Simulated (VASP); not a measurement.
# Hf3Si2F (P6/mmm) in VASP: further runs

Hf3Si2F is run at these levels: PBE; tasks: single point, relaxation of cell and atoms.

All numbers are computed with VASP 6.6.1; they aren't measurements. Logs are shortened: lines on timing, memory, paths and dates and some standing lists are left out, and cuts for length are marked.

## 1. The cell of the first run

It takes space group P6/mmm (No. 191, hexagonal). The conventional cell has a = 4.470 Å, b = 4.470 Å, c = 6.001 Å, α = 90.00°, β = 90.00°, γ = 120.00°. Within 3.0 Å of Hf (site symmetry mmm) lie 4 Hf at 2.24 Å and 4 Si at 2.45 Å. Within 2.6 Å of Si (site symmetry 6mm) lie 1 F at 1.99 Å and 1 Si at 2.03 Å and 6 Hf at 2.45 Å. Within 2.6 Å of F (site symmetry 6/mmm) lie 2 Si at 1.99 Å.

## 2. Single point, PBE

INCAR

```
  ALGO = Normal
  EDIFF = 1E-6
  ENCUT = 520
  GGA = PE
  ISIF = 2
  ISMEAR = 0
  LASPH = True
  LCHARG = False
  LREAL = False
  LWAVE = False
  NBANDS = 32
  NELM = 100
  PREC = Accurate
  SIGMA = 0.1
```

KPOINTS

```
k-points
0
Gamma
  6 6 4
```

POSCAR

```
Hf3Si2F
1.0
    4.4704356400      0.0000000000      0.0000000000
   -2.2352178200      3.8715108300      0.0000000000
    0.0000000000      0.0000000000      6.0009270100
Hf Si F
3 2 1
Direct
    0.5000000000      0.0000000000      0.5000000000
    0.0000000000      0.5000000000      0.5000000000
    0.5000000000      0.5000000000      0.5000000000
    0.0000000000      0.0000000000      0.3311834300
    0.0000000000      0.0000000000      0.6688165700
    0.0000000000      0.0000000000      0.0000000000
```

Potentials or basis: VASP PAW PBE potentials, release 64 (Hf_pv, Si, F).

The run is started by

```
$ cat potpaw_PBE.64/Hf_pv/POTCAR potpaw_PBE.64/Si/POTCAR potpaw_PBE.64/F/POTCAR > POTCAR
$ mpirun -np 1 vasp_std > vasp.out
```

OUTCAR:

```text
EDIFF = 1E-6
   ENCUT = 520
   GGA = PE
   ISIF = 2
   ISMEAR = 0
   LASPH = True
   LREAL = False
   NELM = 100
   PREC = Accurate

 ion  position               nearest neighbor table
   1  0.500  0.000  0.500-   2 2.24   3 2.24   3 2.24   2 2.24   4 2.45   4 2.45   5 2.45   5 2.45
                             2 3.87   3 3.87   2 3.87   3 3.87
   2  0.000  0.500  0.500-   1 2.24   1 2.24   3 2.24   3 2.24   4 2.45   5 2.45   4 2.45   5 2.45
                             3 3.87   3 3.87   1 3.87   1 3.87
   3  0.500  0.500  0.500-   1 2.24   1 2.24   2 2.24   2 2.24   4 2.45   5 2.45   4 2.45   5 2.45
                             2 3.87   2 3.87   1 3.87   1 3.87
   4  0.000  0.000  0.331-   6 1.99   5 2.03   2 2.45   3 2.45   2 2.45   3 2.45   1 2.45   1 2.45

   5  0.000  0.000  0.669-   6 1.99   4 2.03   2 2.45   3 2.45   2 2.45   3 2.45   1 2.45   1 2.45

   6  0.000  0.000  0.000-   4 1.99   5 1.99

  LATTYP: Found a hexagonal cell.
 ALAT       =     4.4704356400
 C/A-ratio  =     1.3423584396

  Lattice vectors:

 A1 = (   4.4704356400,   0.0000000000,   0.0000000000)
 A2 = (  -2.2352178200,   3.8715108300,   0.0000000000)
 A3 = (   0.0000000000,   0.0000000000,   6.0009270100)

Analysis of symmetry for initial positions (statically):
=====================================================================
 Subroutine PRICEL returns:
 Original cell was already a primitive cell.

 Routine SETGRP: Setting up the symmetry group for a
 hexagonal supercell.

 Subroutine GETGRP returns: Found 24 space group operations
 (whereof 24 operations were pure point group operations)
 out of a pool of 24 trial point group operations.

The static configuration has the point symmetry D_6h.

Analysis of symmetry for dynamics (positions and initial velocities):
=====================================================================
 Subroutine PRICEL returns:
 Original cell was already a primitive cell.

 Routine SETGRP: Setting up the symmetry group for a
 hexagonal supercell.

 Subroutine GETGRP returns: Found 24 space group operations
 (whereof 24 operations were pure point group operations)
 out of a pool of 24 trial point group operations.

The dynamic configuration has the point symmetry D_6h.

 Subroutine INISYM returns: Found 24 space group operations
 (whereof 24 operations are pure point group operations),
 and found     1 'primitive' translations

----------------------------------------------------------------------------------------

                                     Primitive cell

  volume of cell :     103.8601

  direct lattice vectors                    reciprocal lattice vectors
     4.470435640  0.000000000  0.000000000     0.223691846  0.129148547  0.000000000
    -2.235217820  3.871510830  0.000000000     0.000000000  0.258297095  0.000000000
     0.000000000  0.000000000  6.000927010     0.000000000  0.000000000  0.166640920

  length of vectors
     4.470435640  4.470435640  6.000927010     0.258297095  0.258297095  0.166640920

  position of ions in fractional coordinates (direct lattice)
     0.500000000  0.000000000  0.500000000
     0.000000000  0.500000000  0.500000000
     0.500000000  0.500000000  0.500000000
     0.000000000  0.000000000  0.331183430
     0.000000000  0.000000000  0.668816570
     0.000000000  0.000000000  0.000000000

  ion indices of the primitive-cell ions
   primitive index   ion index
                 1           1
                 2           2
                 3           3
                 4           4
                 5           5
                 6           6

----------------------------------------------------------------------------------------

 KPOINTS: k-points

Automatic generation of k-mesh.
 Grid dimensions read from file:
 generate k-points for:    6    6    4

 Generating k-lattice:

  Cartesian coordinates                     Fractional coordinates (reciprocal lattice)
     0.037281974  0.021524758  0.000000000     0.166666667  0.000000000  0.000000000
[... 48 lines left out ...]
  Thomas-Fermi vector in A             =   2.373296
   LORBIT       =      0    0 simple, 1 ext, 2 COOP (PROOUT), +10 PAW based schemes
   GGA     = PE    functional components
   LHFCALC =     F    Hartree Fock is set to
   AEXX    =    0.0000 exact exchange contribution
   IVDW    =     0    specifies the selected vdW correction
   LEPSILON=     F    determine dielectric tensor
   LRPA    =     F    only Hartree local field effects (RPA)
 non-spin polarized calculation
 Gauss-broadening in eV      SIGMA  =   0.10
  energy-cutoff  :      520.00
  volume of cell :      103.86
 maximum number of plane-waves:      2854
 NGX is ok and might be reduce to    36
   NGX = 17   NGY = 17   NGZ = 23

 number of electron      44.9999998 magnetization

 Free energy of the ion-electron system (eV)
  ---------------------------------------------------
  ext. energy  EPLUGINS =         0.00000000
  ---------------------------------------------------
  free energy    TOTEN  =       -27.98243710 eV

  energy without entropy =      -27.96846917  energy(sigma->0) =      -27.97545314

 E-fermi :   4.3447     XC(G=0): -10.0740

 val. band max:        4.3305816275   @ k =   0.1667   0.0000   0.5000
 cond. band min:       4.3809706406   @ k =   0.0000   0.0000   0.2500
 fundamental gap:      0.0503890131
 Fermi energy:         4.3447199997

 k-point     1 :       0.0000    0.0000    0.0000
  band No.  band energies     occupation
      1     -30.6116      2.00000
      2     -27.7359      2.00000
      3     -27.7359      2.00000
      4     -25.8322      2.00000
      5     -24.2061      2.00000
      6     -24.2061      2.00000
[... 24 lines left out ...]
     31      11.3529      0.00000
     32      12.2396      0.00000

 k-point     2 :       0.1667    0.0000    0.0000
  band No.  band energies     occupation
      1     -30.2788      2.00000
      2     -27.6996      2.00000
      3     -27.4716      2.00000
      4     -25.7458      2.00000
      5     -24.3158      2.00000
      6     -24.2096      2.00000
[... 24 lines left out ...]
     31      11.2705      0.00000
     32      11.3276      0.00000
[... 628 lines left out ...]
     31      10.1062      0.00000
     32      10.8169      0.00000

 k-point    21 :       0.3333    0.3333    0.5000
  band No.  band energies     occupation
      1     -27.8419      2.00000
      2     -27.8419      2.00000
      3     -26.9455      2.00000
      4     -25.0664      2.00000
      5     -25.0664      2.00000
      6     -24.6527      2.00000
[... 24 lines left out ...]
     31      11.1480      0.00000
     32      11.1489      0.00000

------------------------ aborting loop because EDIFF is reached ----------------------------------------

  FORCE on cell =-STRESS in cart. coord.  units (eV):
  Direction    XX          YY          ZZ          XY          YZ          ZX
  --------------------------------------------------------------------------------------
  -------------------------------------------------------------------------------------
  Total       72.4092904     72.4092904     22.2575182      0.0000000     -0.0000000     -0.0000000
  in kB     1117.0077962   1117.0077960    343.3512642      0.0000000     -0.0000000     -0.0000000
  external PRESSURE =     859.1222855 kB  Pullay stress =       0.0000000 kB

 VOLUME and BASIS-vectors are now :
 -----------------------------------------------------------------------------
  energy-cutoff  :      520.00
  volume of cell :      103.86
      direct lattice vectors                 reciprocal lattice vectors
     4.470435640  0.000000000  0.000000000     0.223691846  0.129148547  0.000000000
    -2.235217820  3.871510830  0.000000000     0.000000000  0.258297095  0.000000000
     0.000000000  0.000000000  6.000927010     0.000000000  0.000000000  0.166640920

 POSITION                                       TOTAL-FORCE (eV/Angst)
 -----------------------------------------------------------------------------------
      2.23522      0.00000      3.00046        -0.000000      0.000000      0.000000
     -1.11761      1.93576      3.00046        -0.000000      0.000000      0.000000
      1.11761      1.93576      3.00046        -0.000000      0.000000      0.000000
      0.00000      0.00000      1.98741         0.000000     -0.000000    -12.228487
      0.00000      0.00000      4.01352         0.000000      0.000000     12.228487
      0.00000      0.00000      0.00000        -0.000000      0.000000      0.000000
 -----------------------------------------------------------------------------------
    total drift:                                0.000000      0.000000      0.000000

  FREE ENERGIE OF THE ION-ELECTRON SYSTEM (eV)
  ---------------------------------------------------
  free  energy   TOTEN  =       -27.9824371036 eV

  energy  without entropy=      -27.9684691693  energy(sigma->0) =      -27.97545314
```

Run time: 70 s. Hardware: 1 thread of Intel Xeon Platinum 8259CL at 2.50GHz (Skylake/Cascade Lake), shared host; peak memory 0.27 GiB.

What came out:

```yaml
Free_energy: -27.9824 eV
Pressure: 85.9 GPa
Largest_force: 12.228 eV/Å
```

Forces on the atoms (eV/Å):
```
Hf    0.000   0.000   0.000
Hf    0.000   0.000   0.000
Hf    0.000   0.000   0.000
Si    0.000   0.000 -12.228
Si    0.000   0.000  12.228
F     0.000   0.000   0.000
```

Levels at points of the mesh, in eV from the Fermi level:
```csv
k point,band 20,band 21,band 22,band 23,band 24,band 25,band 26,band 27
"(0.00, 0.00, 0.00)",-3.04,-3.04,-2.17,0.16,0.16,3.80,3.80,4.59
"(0.50, 0.00, 0.00)",-1.71,-1.14,-0.73,-0.45,2.40,2.87,3.52,3.60
"(0.00, 0.00, 0.50)",-3.01,-3.01,-2.09,-0.10,-0.10,3.87,4.01,4.01
"(0.50, 0.00, 0.50)",-1.37,-0.85,-0.23,0.16,2.38,3.59,3.60,3.62
```

Caveat: spin-orbit coupling is left out, which moves the levels of the heavy elements; an odd number of electrons without spin polarisation forces a metal; a magnetic or distorted state may lie lower.

## 3. Single point, PBE

This run uses another cell than the first one, of 26.49 Å³/atom, 1.530 times its volume.

INCAR

```
SYSTEM = Hf3Si2F
  PREC = Accurate
  ENCUT = 520
  EDIFF = 1E-6
  ISMEAR = 0
  SIGMA = 0.1
  LREAL = .FALSE.
  LASPH = .TRUE.
  NELM = 100
  ALGO = Normal
  ISIF = 2
  LWAVE = .FALSE.
  LCHARG = .FALSE.
  GGA = PE
  NBANDS = 32
```

KPOINTS

```
regular mesh
0
G
  6 6 4
  0 0 0
```

POSCAR

```
Hf3Si2F
1.0
    5.4372317751      0.0000000000      0.0000000000
   -2.7186158875      4.7087808435      0.0000000000
    0.0000000000      0.0000000000      6.2072165040
Hf Si F
3 2 1
Direct
    0.5000000000      0.0000000000      0.5000000000
    0.0000000000      0.5000000000      0.5000000000
    0.5000000000      0.5000000000      0.5000000000
    0.0000000000      0.0000000000      0.2996436530
    0.0000000000      0.0000000000      0.7003563470
    0.0000000000      0.0000000000      0.0000000000
```

Potentials or basis: VASP PAW PBE potentials, release 64 (Hf_pv, Si, F).

The run is started by

```
$ cat potpaw_PBE.64/Hf_pv/POTCAR potpaw_PBE.64/Si/POTCAR potpaw_PBE.64/F/POTCAR > POTCAR
$ mpirun -np 1 vasp_std > vasp.out
```

Wall time 94 s (1 thread of Intel Xeon Platinum 8259CL at 2.50GHz (Skylake/Cascade Lake), shared host); peak memory 0.31 GiB.

The run converged. Its results:

```
Free energy   : -41.7880 eV
Pressure      : -0.3 GPa
Largest force : 0.056 eV/Å
```

Forces in eV/Å, atoms in the order of the input:
```
Hf   0.000  0.000  0.000
Hf   0.000  0.000  0.000
Hf   0.000  0.000  0.000
Si   0.000  0.000  0.056
Si   0.000  0.000 -0.056
F    0.000  0.000  0.000
```

Stress tensor (GPa, compression positive):
```
-0.35  0.00  0.00
 0.00 -0.35  0.00
 0.00  0.00 -0.08
```

Levels at points of the mesh, in eV from the Fermi level:
| k point | band 18 | band 19 | band 20 | band 21 | band 22 | band 23 | band 24 | band 25 | band 26 | band 27 |
| --- | --- | --- | --- | --- | --- | --- | --- | --- | --- | --- |
| (0.00, 0.00, 0.00) | -1.66 | -1.55 | -1.55 | -1.36 | -1.27 | -0.92 | -0.92 | 2.33 | 2.57 | 2.57 |
| (0.50, 0.00, 0.00) | -1.52 | -0.80 | -0.53 | -0.51 | -0.42 | 0.02 | 0.75 | 1.34 | 1.52 | 2.27 |
| (0.00, 0.00, 0.50) | -1.65 | -1.40 | -1.32 | -1.32 | -1.17 | -1.17 | -0.25 | 2.42 | 2.82 | 2.82 |
| (0.50, 0.00, 0.50) | -1.54 | -0.65 | -0.55 | -0.51 | 0.05 | 0.16 | 1.52 | 1.53 | 1.79 | 2.26 |

Caveat: spin-orbit coupling is left out, which moves the levels of the heavy elements; an odd number of electrons without spin polarisation forces a metal; a magnetic or distorted state may lie lower.

## 4. Relaxation of cell and atoms, PBE

INCAR

```
PREC = Accurate
ENCUT = 600
EDIFF = 1E-6
ISMEAR = 0
SIGMA = 0.1
LREAL = False
LASPH = True
NELM = 60
ALGO = Normal
ISIF = 3
LWAVE = False
LCHARG = False
GGA = PE
IBRION = 2
NSW = 90
EDIFFG = -0.04
```

KPOINTS

```
Automatic mesh
0
Gamma
  6 6 4
```

POSCAR

```
Hf3Si2F
1.0
    4.4704356400      0.0000000000      0.0000000000
   -2.2352178200      3.8715108300      0.0000000000
    0.0000000000      0.0000000000      6.0009270100
Hf Si F
3 2 1
Direct
    0.5000000000      0.0000000000      0.5000000000
    0.0000000000      0.5000000000      0.5000000000
    0.5000000000      0.5000000000      0.5000000000
    0.0000000000      0.0000000000      0.3311834300
    0.0000000000      0.0000000000      0.6688165700
    0.0000000000      0.0000000000      0.0000000000
```

The run is started by

```
$ cat potpaw_PBE.64/Hf_pv/POTCAR potpaw_PBE.64/Si/POTCAR potpaw_PBE.64/F/POTCAR > POTCAR
$ mpirun -np 1 vasp_std > vasp.out
```

It took 7.8 min on 1 thread of Intel Xeon Platinum 8259CL at 2.50GHz (Skylake/Cascade Lake), shared host; peak memory 0.29 GiB.

Results (log left out):

* Free energy: -41.7169 eV
* Relaxed volume: 26.20 Å³/atom
* Relaxed cell: a = 5.408 Å, b = 5.408 Å, c = 6.207 Å, α = 90.00°, β = 90.00°, γ = 120.00°
* Space group after relaxing (to 0.05 Å): P6/mmm (No. 191)
* Energy gained by relaxing: 2288.5 meV/atom
* Ionic steps: 11
* Pressure after relaxing: 0.0 GPa
* Largest force after relaxing: 0.008 eV/Å

Forces on the atoms (eV/Å):
```
Hf   0.000  0.000  0.000
Hf   0.000  0.000  0.000
Hf   0.000  0.000  0.000
Si   0.000  0.000 -0.008
Si   0.000  0.000  0.008
F    0.000  0.000  0.000
```

Step by step:
```csv
step,energy change (eV),largest force (eV/Å),pressure (GPa),volume (Å³)
1,0.0000,12.2298,85.90,103.86
2,0.9653,5.6606,-13.20,306.47
3,-13.2392,2.0294,-4.84,172.00
4,-13.4926,1.6353,-2.78,165.10
5,-13.6092,1.0415,0.71,156.53
6,-13.6088,1.1317,0.15,157.72
7,-13.7121,0.4666,-0.67,159.00
8,-13.7235,0.1109,-0.96,159.56
9,-13.7286,0.1717,0.45,156.25
10,-13.7308,0.0680,-0.07,157.41
11,-13.7311,0.0084,-0.01,157.22
```

Final structure:
```
Hf Si F
1.0
     5.40816    0.00000    0.00000
    -2.70408    4.68361    0.00000
     0.00000    0.00000    6.20691
Hf Si F
3 2 1
Direct
  0.50000 0.00000 0.50000
  0.00000 0.50000 0.50000
  0.50000 0.50000 0.50000
  0.00000 0.00000 0.29977
  0.00000 0.00000 0.70023
  0.00000 0.00000 0.00000
```

Levels at points of the mesh, in eV from the Fermi level:
```tsv
k point	band 19	band 20	band 21	band 22	band 23	band 24	band 25	band 26
(0.00, 0.00, 0.00)	-1.58	-1.58	-1.40	-1.30	-0.89	-0.89	2.38	2.60
(0.50, 0.00, 0.00)	-0.82	-0.56	-0.52	-0.40	0.01	0.80	1.37	1.56
(0.00, 0.00, 0.50)	-1.44	-1.35	-1.35	-1.14	-1.14	-0.29	2.46	2.85
(0.50, 0.00, 0.50)	-0.68	-0.57	-0.52	0.09	0.16	1.54	1.57	1.81
```

Caveat: the volume moved by over 15 % at a fixed basis, so the end points are rough; spin-orbit coupling is left out, which moves the levels of the heavy elements; an odd number of electrons without spin polarisation forces a metal; a magnetic or distorted state may lie lower.

## 5. Single point, PBE

This run uses another cell than the first one, of 26.45 Å³/atom, 1.528 times its volume.

INCAR

```
SYSTEM = Hf3Si2F
PREC = Accurate
ENCUT = 520
EDIFF = 1E-6
ISMEAR = 0
SIGMA = 0.1
LREAL = .FALSE.
LASPH = .TRUE.
NELM = 80
ALGO = Normal
ISIF = 2
LWAVE = .FALSE.
LCHARG = .FALSE.
GGA = PE
NBANDS = 32
```

KPOINTS

```
Automatic mesh
0
G
  12 12 6
  0 0 0
```

POSCAR

```
Hf3Si2F
1.0
    5.4310846099      0.0000000000      0.0000000000
   -2.7155423049      4.7034572423      0.0000000000
    0.0000000000      0.0000000000      6.2134278031
Hf Si F
3 2 1
Direct
    0.5000000000      0.0000000000      0.5000000000
    0.0000000000      0.5000000000      0.5000000000
    0.5000000000      0.5000000000      0.5000000000
    0.0000000000      0.0000000000      0.2993778247
    0.0000000000      0.0000000000      0.7006221753
    0.0000000000      0.0000000000      0.0000000000
```

The run is started by

```
$ cat potpaw_PBE.64/Hf_pv/POTCAR potpaw_PBE.64/Si/POTCAR potpaw_PBE.64/F/POTCAR > POTCAR
$ mpirun -np 1 vasp_std > vasp.out
```

Wall time 5.8 min (1 thread of Intel Xeon Platinum 8259CL at 2.50GHz (Skylake/Cascade Lake), shared host); peak memory 0.48 GiB.

It converged, with:

```yaml
Free_energy: -41.7558 eV
Pressure: -0.2 GPa
Largest_force: 0.051 eV/Å
```

Forces in eV/Å, atoms in the order of the input:
```
Hf   0.000  0.000  0.000
Hf   0.000  0.000  0.000
Hf   0.000  0.000  0.000
Si   0.000  0.000  0.051
Si   0.000  0.000 -0.051
F    0.000  0.000  0.000
```

Stress tensor (GPa, compression positive):
```
-0.28  0.00  0.00
 0.00 -0.28  0.00
 0.00  0.00  0.00
```

Levels at points of the mesh, in eV from the Fermi level:
```csv
k point,band 19,band 20,band 21,band 22,band 23,band 24,band 25,band 26
"(0.00, 0.00, 0.00)",-1.57,-1.57,-1.40,-1.30,-0.92,-0.92,2.31,2.55
"(0.50, 0.00, 0.00)",-0.83,-0.57,-0.54,-0.44,-0.01,0.73,1.32,1.50
"(0.00, 0.00, 0.50)",-1.44,-1.35,-1.35,-1.18,-1.18,-0.28,2.41,2.80
"(0.50, 0.00, 0.50)",-0.68,-0.58,-0.54,0.03,0.14,1.50,1.51,1.76
```

Caveat: spin-orbit coupling is left out, which moves the levels of the heavy elements; an odd number of electrons without spin polarisation forces a metal; a magnetic or distorted state may lie lower.

## 6. The runs side by side

```csv
task,cell,k mesh,cutoff (eV),gap on the mesh (eV),pressure (GPa),largest force (eV/Å)
single point,"a = 4.470, b = 4.470, c = 6.001 Å, angles 90.0, 90.0, 120.0°, 6 atoms",6 × 6 × 4,520,none,85.9,12.23
single point,"a = 5.437, b = 5.437, c = 6.207 Å, angles 90.0, 90.0, 120.0°, 6 atoms",6 × 6 × 4,520,none,-0.3,0.06
relaxation of cell and atoms,"relaxed from a = 4.470, b = 4.470, c = 6.001 Å, angles 90.0, 90.0, 120.0°, 6 atoms",6 × 6 × 4,600,none,0.0,0.01
single point,"a = 5.431, b = 5.431, c = 6.213 Å, angles 90.0, 90.0, 120.0°, 6 atoms",12 × 12 × 6,520,none,-0.2,0.05
```

Alike in all rows: level PBE; potentials or basis VASP PAW PBE potentials, release 64 (Hf_pv, Si, F); no spin polarisation; smearing gaussian 0.1 eV.

Caveats: spin-orbit coupling is left out, which moves the levels of the heavy elements; an odd number of electrons without spin polarisation forces a metal; a magnetic or distorted state may lie lower; the volume moved by over 15 % at a fixed basis, so the end points are rough (some runs).

Absolute energies hang on the potentials; compare differences alone.
